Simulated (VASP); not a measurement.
Set up this calculation in VASP 6.6.1, as the native input.

```
Task                   : relaxation of cell and atoms
Functional             : PBEsol
Potentials or basis    : VASP PAW PBE potentials, release 64 (Pd)
Cutoff                 : 600 eV
k mesh                 : 12 × 12 × 12
Occupations            : fermi-dirac, width 0.1 eV
Spin                   : no spin polarisation
Dipole correction      : no
Further INCAR settings : ALGO = Normal; EDIFF = 1e-06; IBRION = 2; EDIFFG = -0.01; NSW = 80; ISIF = 3
```

The structure of Pd lies in POSCAR:

```
Pd
1.0
    2.5140960172      0.0000000000      0.0000000000
    0.0000000000      2.5140960172      0.0000000000
    0.0000000000      0.0000000000      2.5140960172
Pd
1
Direct
    0.0000000000      0.0000000000      0.0000000000
```

The input as run:

INCAR

```
PREC = Accurate ; ENCUT = 600
EDIFF = 1E-6 ; ISMEAR = -1
SIGMA = 0.1 ; LREAL = False
LASPH = True ; NELM = 60
ALGO = Normal ; ISIF = 3
LWAVE = False ; LCHARG = False
GGA = PS ; IBRION = 2
NSW = 80 ; EDIFFG = -0.01
```

KPOINTS

```
Automatic mesh
0
Gamma
  12 12 12
```

Potentials or basis: VASP PAW PBE potentials, release 64 (Pd).

Command:

```bash
$ cat potpaw_PBE.64/Pd/POTCAR > POTCAR
$ mpirun -np 1 vasp_std > vasp.out
```

It gave:

The relaxed volume is 16.86 Å³/atom. The relaxed cell is a = 2.564 Å, b = 2.564 Å, c = 2.564 Å, α = 90.00°, β = 90.00°, γ = 90.00° and the space group after relaxing (to 0.05 Å) is Pm-3m (No. 221). The energy gained by relaxing is 28.8 meV/atom, the ionic steps are 4 and the pressure after relaxing is 0.0 GPa. The band gap on the k mesh is zero (band 5 reaches 9.15 eV, above the bottom of band 6 at 7.12 eV).

Caveat: the PAW data sets were made with another functional, which shifts forces and pressure a little.

Wall time 20 s on 1 thread of Intel(R) Xeon(R) Platinum 8488C (Sapphire Rapids), on a shared host, peak memory 0.14 GiB.
